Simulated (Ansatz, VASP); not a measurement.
## Two plane-wave programs on OsPdC4N4

```
Pd Os C N
1.0
     5.87660    0.00000    0.00000
     0.00000    5.87660    0.00000
     0.00000    0.00000    5.87660
Pd Os C N
1 1 4 4
Cartesian
  0.0000 0.0000 0.0000
  2.9383 2.9383 2.9383
  1.1549 1.1549 1.1549
  1.1549 4.7217 4.7217
  4.7217 1.1549 4.7217
  4.7217 4.7217 1.1549
  1.8466 1.8466 1.8466
  1.8466 4.0300 4.0300
  4.0300 1.8466 4.0300
  4.0300 4.0300 1.8466
```

Alike in both runs: functional PBE; k mesh 6 × 6 × 6; occupations gaussian, width 0.02 eV; no spin polarisation.

Ansatz relaxed the structure, and its values are those at the end. VASP's run is a single point on that final structure, the one shown.

|  | VASP | Ansatz |
| --- | --- | --- |
| version | VASP 6.6.1 | Ansatz 0.2.0 |
| potentials or method | VASP PAW PBE potentials, release 64 (Pd, Os, C, N), cutoff 520 eV | scalar-relativistic, plane waves, PAW |
| valence electrons in the cell | 54 | 70 |

Ansatz gave:

| Property | Result |
| --- | --- |
| gap on the k mesh at the Fermi level (eV) | 0.37 |
| least direct gap on the mesh (eV) | 0.58 |
| pressure (GPa) | 0.0 |
| rms of the force components (eV/Å) | 0.003 |

What did VASP give for the same quantities?

gap on the k mesh at the Fermi level (eV): 0.36; least direct gap on the mesh (eV): 0.58; pressure (GPa): 0.6; rms of the force components (eV/Å): 0.079.

VASP's potentials hold 54 valence electrons a cell and Ansatz's 70, so a difference there can come from the potentials and not from the codes.

Neither program's run includes spin-orbit coupling. Noted on VASP's run: the standard files for N, O and F lose accuracy on very short bonds.
